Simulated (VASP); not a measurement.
A run of VASP 6.6.1 is set up as follows.

Contents of POSCAR:

```
CaO
1.0
    0.0000000000      2.3975473904      2.3975473904
    2.3975473904      0.0000000000      2.3975473904
    2.3975473904      2.3975473904      0.0000000000
Ca O
1 1
Direct
    0.0000000000      0.0000000000      0.0000000000
    0.5000000000      0.5000000000      0.5000000000
```

INCAR.step1

```
SYSTEM = CaO
PREC = Accurate ; ENCUT = 910
ISMEAR = 0 ; SIGMA = 0.01
LREAL = .FALSE. ; LASPH = .TRUE.
NELM = 120 ; NBANDS = 15
GGA = PE ; ALGO = Normal
EDIFF = 1E-5 ; LWAVE = .TRUE.
LCHARG = .FALSE. ; GGA_COMPAT = .FALSE.
```

File INCAR.step2:

```
SYSTEM = CaO
PREC = Accurate ; ENCUT = 910
EDIFF = 1E-6 ; ISMEAR = 0
SIGMA = 0.01 ; LREAL = .FALSE.
LASPH = .TRUE. ; NELM = 120
ALGO = Normal ; ISIF = 2
LWAVE = .FALSE. ; LCHARG = .FALSE.
METAGGA = R2SCAN ; LMIXTAU = .TRUE.
NBANDS = 15 ; ISTART = 1
GGA_COMPAT = .FALSE.
```

Contents of KPOINTS:

```
Automatic mesh
0
G
  10 10 10
  0 0 0
```

Potentials or basis: VASP PAW PBE potentials, release 64 (Ca_sv, O_h).

Launch:

```bash
$ cat potpaw_PBE.64/Ca_sv/POTCAR potpaw_PBE.64/O_h/POTCAR > POTCAR
$ cp INCAR.step1 INCAR
$ mpirun -np 1 vasp_std > vasp.out
$ cp INCAR.step2 INCAR
$ mpirun -np 1 vasp_std > vasp.out
```

What does it give for the pressure?

0.9 GPa.

What does it give for the band gap on the k mesh?

4.19 eV (least direct gap 4.56 eV).

Caveat: the cutoff is under 1.25 times the usual one of these potentials, so pressure, stress and relaxed cells hold a basis-set (Pulay) error; the PAW data sets were made with another functional, which shifts forces and pressure a little. A k mesh can miss the band edges.
